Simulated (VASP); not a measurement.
# V (I4/mmm) in VASP: further runs

Runs on V. Level: PBE. Tasks: single point.

Program: VASP 6.6.1. These are calculated values, not measurements. Logs are shortened: lines on timing, memory, paths and dates and some standing lists are left out, and cuts for length are marked.

### Step 1. The cell of the first run

The structure is tetragonal, space group I4/mmm (No. 139). The conventional cell has a = 2.997 Å, b = 2.997 Å, c = 2.937 Å, α = 90.00°, β = 90.00°, γ = 90.00°. V (site symmetry 4/mmm) has 14 V at 2.58 to 3.00 Å within 3.4 Å.

### Step 2. Single point, PBE (strain along c alone, the other axes held: -2.0 %)

INCAR

```
SYSTEM = V
  ALGO = Fast
  EDIFF = 1E-7
  ENCUT = 520
  GGA = PE
  ISIF = 2
  ISMEAR = 0
  LASPH = .True.
  LCHARG = .False.
  LREAL = .False.
  LWAVE = .False.
  NBANDS = 20
  NELM = 60
  PREC = Accurate
  SIGMA = 0.1
```

KPOINTS

```
k-points
0
Gamma
  18 18 18
  0 0 0
```

POSCAR

```
V
1.0
    2.9971751498      0.0000000000      0.0000000000
    0.0000000000      2.9971751498      0.0000000000
    0.0000000000      0.0000000000      2.9372316468
V
2
Direct
    0.0000000000      0.0000000000      0.0000000000
    0.5000000000      0.5000000000      0.5000000000
```

Potentials or basis: VASP PAW PBE potentials, release 64 (V_sv).

Started as:

```bash
> cat potpaw_PBE.64/V_sv/POTCAR > POTCAR
> mpirun -np 1 vasp_std > vasp.out
```

OUTCAR:

```text
SYSTEM = V
   EDIFF = 1E-7
   ENCUT = 520
   GGA = PE
   ISIF = 2
   ISMEAR = 0
   LASPH = .True.
   LREAL = .False.
   NELM = 60
   PREC = Accurate

 ion  position               nearest neighbor table
   1  0.000  0.000  0.000-   2 2.58   2 2.58   2 2.58   2 2.58   2 2.58   2 2.58   2 2.58   2 2.58

   2  0.500  0.500  0.500-   1 2.58   1 2.58   1 2.58   1 2.58   1 2.58   1 2.58   1 2.58   1 2.58

  LATTYP: Found a simple tetragonal cell.
 ALAT       =     2.9971751498
 C/A-ratio  =     0.9800000000

  Lattice vectors:

 A1 = (   2.9971751498,   0.0000000000,   0.0000000000)
 A2 = (   0.0000000000,   2.9971751498,   0.0000000000)
 A3 = (   0.0000000000,   0.0000000000,   2.9372316468)

Analysis of symmetry for initial positions (statically):
=====================================================================
 Subroutine PRICEL returns following result:

  LATTYP: Found a body centered tetragonal cell.
 ALAT       =     2.9971751498
 C/A-ratio  =     0.9800000000

  Lattice vectors:

 A1 = (  -1.4985875749,  -1.4985875749,  -1.4686158234)
 A2 = (   1.4985875749,   1.4985875749,  -1.4686158234)
 A3 = (   1.4985875749,  -1.4985875749,   1.4686158234)

   2 primitive cells build up your supercell.

 Routine SETGRP: Setting up the symmetry group for a
 simple tetragonal supercell.

 Subroutine GETGRP returns: Found 16 space group operations
 (whereof 16 operations were pure point group operations)
 out of a pool of 16 trial point group operations.

The static configuration has the point symmetry D_4h.

Analysis of symmetry for dynamics (positions and initial velocities):
=====================================================================
 Subroutine PRICEL returns following result:

  LATTYP: Found a body centered tetragonal cell.
 ALAT       =     2.9971751498
 C/A-ratio  =     0.9800000000

  Lattice vectors:

 A1 = (  -1.4985875749,  -1.4985875749,  -1.4686158234)
 A2 = (   1.4985875749,   1.4985875749,  -1.4686158234)
 A3 = (   1.4985875749,  -1.4985875749,   1.4686158234)

   2 primitive cells build up your supercell.

 Routine SETGRP: Setting up the symmetry group for a
 simple tetragonal supercell.

 Subroutine GETGRP returns: Found 16 space group operations
 (whereof 16 operations were pure point group operations)
 out of a pool of 16 trial point group operations.

The dynamic configuration has the point symmetry D_4h.

 Subroutine INISYM returns: Found 16 space group operations
 (whereof 16 operations are pure point group operations),
 and found     2 'primitive' translations

----------------------------------------------------------------------------------------

                                     Primitive cell

  volume of cell :      13.1927

  direct lattice vectors                    reciprocal lattice vectors
    -1.498587575 -1.498587575 -1.468615823     0.000000000 -0.333647501 -0.340456634
     1.498587575  1.498587575 -1.468615823     0.333647501  0.000000000 -0.340456634
     1.498587575 -1.498587575  1.468615823     0.333647501 -0.333647501  0.000000000

  length of vectors
     2.578441753  2.578441753  2.578441753     0.476687922  0.476687922  0.471848822

  position of ions in fractional coordinates (direct lattice)
     0.000000000  0.000000000  0.000000000

  ion indices of the primitive-cell ions
   primitive index   ion index
                 1           1

----------------------------------------------------------------------------------------

 KPOINTS: k-points

Automatic generation of k-mesh.
 Grid dimensions read from file:
 generate k-points for:   18   18   18

 Generating k-lattice:

  Cartesian coordinates                     Fractional coordinates (reciprocal lattice)
     0.018535972  0.000000000  0.000000000     0.055555556  0.000000000  0.000000000
     0.000000000  0.018535972  0.000000000     0.000000000  0.055555556  0.000000000
     0.000000000  0.000000000  0.018914257     0.000000000  0.000000000  0.055555556

  Length of vectors
     0.018535972  0.018535972  0.018914257

  Shift w.r.t. Gamma in fractional coordinates (k-lattice)
     0.000000000  0.000000000  0.000000000

 Subroutine IBZKPT returns following result:
 ===========================================

 Found    550 irreducible k-points:

 Following reciprocal coordinates:
            Coordinates               Weight
  0.000000  0.000000  0.000000      1.000000
  0.055556  0.000000  0.000000      4.000000
  0.111111  0.000000  0.000000      4.000000
  0.166667  0.000000  0.000000      4.000000
  0.222222  0.000000  0.000000      4.000000
  0.277778  0.000000  0.000000      4.000000
[... 16 lines left out ...]
  0.277778  0.111111  0.000000      8.000000
  0.333333  0.111111  0.000000      8.000000
 [... further k-points ...]
   k-points           NKPTS =    550   k-points in BZ     NKDIM =    550   number of bands    NBANDS=     20
   number of dos      NEDOS =    301   number of ions     NIONS =      2
   total plane-waves  NPLWV =  13824
   dimension x,y,z NGX =    24 NGY =   24 NGZ =   24
   dimension x,y,z NGXF=    48 NGYF=   48 NGZF=   48
   ions per type =               2
   NGX,Y,Z   is equivalent  to a cutoff of  13.31, 13.31, 13.58 a.u.
   NGXF,Y,Z  is equivalent  to a cutoff of  26.62, 26.62, 27.17 a.u.
 SYSTEM =  V
   PREC   = accura    normal or accurate (medium, high low for compatibility)
   ISTART =      0    job   : 0-new  1-cont  2-samecut
   ICHARG =      2    charge: 1-file 2-atom 10-const
   ISPIN  =      1    spin polarized calculation?
   LNONCOLLINEAR =      F non collinear calculations
   LSORBIT =      F    spin-orbit coupling
   LASPH  =      T    aspherical Exc in radial PAW
   ENCUT  =  520.0 eV  38.22 Ry    6.18 a.u.   5.57  5.57  5.46*2*pi/ulx,y,z
   NELM   =     60;   NELMIN=  2; NELMDL= -5     # of ELM steps
   EDIFF  = 0.1E-06   stopping-criterion for ELM
   LREAL  =      F    real-space projection
   EDIFFG = 0.1E-05   stopping-criterion for IOM
   NSW    =      0    number of steps for IOM
   IBRION =     -1    ionic relax: 0-MD 1-quasi-New 2-CG
   NFREE  =      0    steps in history (QN), initial steepest desc. (CG)
   ISIF   =      2    stress and relaxation
   ISYM   =      2    0-nonsym 1-usesym 2-fastsym
   POTIM  = 0.5000    time-step for ionic-motion
   TEBEG  =    0.0;   TEEND  =   0.0 temperature during run
   PSTRESS=    0.0 pullay stress
   NELECT =      26.0000    total number of electrons
   NUPDOWN=      -1.0000    fix difference up-down
   EMIN   =  10.00;   EMAX   =-10.00  energy-range for DOS
   EFERMI =   0.00;   METHOD = LEGACY
   ISMEAR =     0;   SIGMA  =   0.10  broadening in eV -4-tet -1-fermi 0-gaus
   EFERMI_NEDOS =   21; number of points for ismear=-14 and -15
   IALGO  =     68    algorithm
   IMIX   =      4    mixing-type and parameters
     AMIX     =   0.40;   BMIX     =  1.00
     AMIX_MAG =   1.60;   BMIX_MAG =  1.00
  volume/ion in A,a.u.               =      13.19        89.03
  Fermi-wavevector in a.u.,A,eV,Ry     =   1.629090  3.078534 36.108976  2.653935
  Thomas-Fermi vector in A             =   2.721614
   LORBIT       =      0    0 simple, 1 ext, 2 COOP (PROOUT), +10 PAW based schemes
   GGA     = PE    functional components
   LHFCALC =     F    Hartree Fock is set to
   AEXX    =    0.0000 exact exchange contribution
   IVDW    =     0    specifies the selected vdW correction
   LEPSILON=     F    determine dielectric tensor
   LRPA    =     F    only Hartree local field effects (RPA)
 non-spin polarized calculation
 RMM-DIIS sequential band-by-band and
 Gauss-broadening in eV      SIGMA  =   0.10
  energy-cutoff  :      520.00
  volume of cell :       26.39
 maximum number of plane-waves:       739
 NGX is ok and might be reduce to    24
   NGX = 11   NGY = 11   NGZ = 11

 number of electron      25.9999994 magnetization

 Free energy of the ion-electron system (eV)
  ---------------------------------------------------
  ext. energy  EPLUGINS =         0.00000000
  ---------------------------------------------------
  free energy    TOTEN  =       -17.98248220 eV

  energy without entropy =      -17.96483471  energy(sigma->0) =      -17.97365846

 E-fermi :   9.9692     XC(G=0): -13.0177

 val. band max:        9.9687939940   @ k =   0.2778   0.0000   0.2222
 cond. band min:       9.9698472783   @ k =   0.3333   0.0000   0.2778
 fundamental gap:      0.0010532843
 Fermi energy:         9.9692034317

 k-point     1 :       0.0000    0.0000    0.0000
  band No.  band energies     occupation
      1     -53.7287      2.00000
      2     -53.3674      2.00000
      3     -27.6600      2.00000
      4     -27.6600      2.00000
      5     -27.6220      2.00000
      6     -26.9947      2.00000
[... 12 lines left out ...]
     19      13.8174      0.00000
     20      20.1474      0.00000

 k-point     2 :       0.0556    0.0000    0.0000
  band No.  band energies     occupation
      1     -53.7256      2.00000
      2     -53.3697      2.00000
      3     -27.6601      2.00000
      4     -27.6547      2.00000
      5     -27.6170      2.00000
      6     -27.0052      2.00000
[... 12 lines left out ...]
     19      13.7457      0.00000
     20      19.8730      0.00000

 k-point     3 :       0.1111    0.0000    0.0000
  band No.  band energies     occupation
      1     -53.7162      2.00000
      2     -53.3765      2.00000
      3     -27.6599      2.00000
      4     -27.6390      2.00000
      5     -27.6021      2.00000
      6     -27.0357      2.00000
[... 12 lines left out ...]
     19      13.6603      0.00000
     20      19.1618      0.00000

 k-point     4 :       0.1667    0.0000    0.0000
  band No.  band energies     occupation
      1     -53.7011      2.00000
      2     -53.3879      2.00000
      3     -27.6581      2.00000
      4     -27.6133      2.00000
      5     -27.5778      2.00000
      6     -27.0839      2.00000
[... 429 lines left out ...]
 k-point    23 :       0.2778    0.1111    0.0000
  band No.  band energies     occupation
      1     -53.6472      2.00000
      2     -53.4285      2.00000
      3     -27.7162      2.00000
      4     -27.4911      2.00000
      5     -27.4527      2.00000
      6     -27.3211      2.00000
[... 12 lines left out ...]
     19      13.5288      0.00000
     20      16.5358      0.00000

 k-point    24 :       0.3333    0.1111    0.0000
  band No.  band energies     occupation
      1     -53.6206      2.00000
      2     -53.4504      2.00000
      3     -27.7055      2.00000
      4     -27.4473      2.00000
      5     -27.4003      2.00000
      6     -27.3990      2.00000
[... 12 lines left out ...]
     19      13.3129      0.00000
     20      15.5794      0.00000

 [... further k-points ...]
[... 5 lines left out ...]
  --------------------------------------------------------------------------------------
  -------------------------------------------------------------------------------------
  Total        0.5435438      0.5435438      1.0008177      0.0000000      0.0000000      0.0000000
  in kB       33.0052228     33.0052228     60.7719435      0.0000000      0.0000000      0.0000000
  external PRESSURE =      42.2607964 kB  Pullay stress =       0.0000000 kB

 VOLUME and BASIS-vectors are now :
 -----------------------------------------------------------------------------
  energy-cutoff  :      520.00
  volume of cell :       26.39
      direct lattice vectors                 reciprocal lattice vectors
     2.997175150  0.000000000  0.000000000     0.333647501  0.000000000  0.000000000
     0.000000000  2.997175150  0.000000000     0.000000000  0.333647501  0.000000000
     0.000000000  0.000000000  2.937231647     0.000000000  0.000000000  0.340456634

 POSITION                                       TOTAL-FORCE (eV/Angst)
 -----------------------------------------------------------------------------------
      0.00000      0.00000      0.00000        -0.000000     -0.000000     -0.000000
      1.49859      1.49859      1.46862         0.000000      0.000000      0.000000
 -----------------------------------------------------------------------------------
    total drift:                                0.000000      0.000000     -0.000000

  FREE ENERGIE OF THE ION-ELECTRON SYSTEM (eV)
  ---------------------------------------------------
  free  energy   TOTEN  =       -17.9824822046 eV

  energy  without entropy=      -17.9648347074  energy(sigma->0) =      -17.97365846
```

Wall time 87 s (1 thread of Intel Xeon 6975P-C (Granite Rapids), shared host); peak memory 0.32 GiB.

What came out:

```yaml
Free_energy: -17.9825 eV
Pressure: 4.2 GPa
Band_gap_on_the_k_mesh: zero (bands 13 and 14 overlap by 2.85 eV)
```

Caveat: the cell differs from its parent crystal (strain along c alone, the other axes held: -2.0 %); the cell stands under pressure.

(Part 1 of 3 ends here.)
